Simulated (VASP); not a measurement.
Set up this calculation in VASP 6.6.1, as the native input.

```yaml
Task: single point
Functional: PBE
Potentials_or_basis: VASP PAW PBE potentials, release 64 (Ta_pv, N)
Cutoff: 600 eV
k_mesh: 18 × 18 × 14
Occupations: tetrahedron
Spin: no spin polarisation
Dipole_correction: no
Further_INCAR_settings: ALGO = Normal; EDIFF = 1e-06; NBANDS = 15
```

The structure of TaN lies in POSCAR:

```
TaN
1.0
    2.9501698933      0.0000000000      0.0000000000
   -1.4750849467      2.5549220731      0.0000000000
    0.0000000000      0.0000000000      2.8978336224
Ta N
1 1
Direct
    0.3333333333      0.6666666667      0.5000000000
    0.0000000000      0.0000000000      0.0000000000
```

One way to write it, as run:

INCAR

```
  ALGO = Normal
  EDIFF = 1E-6
  ENCUT = 600
  GGA = PE
  GGA_COMPAT = F
  ISIF = 2
  ISMEAR = -4
  LASPH = T
  LCHARG = F
  LREAL = F
  LWAVE = F
  NBANDS = 15
  NELM = 120
  PREC = Accurate
  SIGMA = 0.15
```

KPOINTS

```
k-points
0
Gamma
  18 18 14
```

Potentials or basis: VASP PAW PBE potentials, release 64 (Ta_pv, N).

Command:

```bash
$ cat potpaw_PBE.64/Ta_pv/POTCAR potpaw_PBE.64/N/POTCAR > POTCAR
$ mpirun -np 1 vasp_std > vasp.out
```

It gave:

```
Pressure               : 0.5 GPa
Band gap on the k mesh : zero (bands 8 and 9 overlap by 0.30 eV)
```

Caveat: spin-orbit coupling is left out, which moves the levels of the heavy elements.

Run time: 110 s on 1 thread of Intel Xeon 8259CL (shared host), peak memory 0.25 GiB.
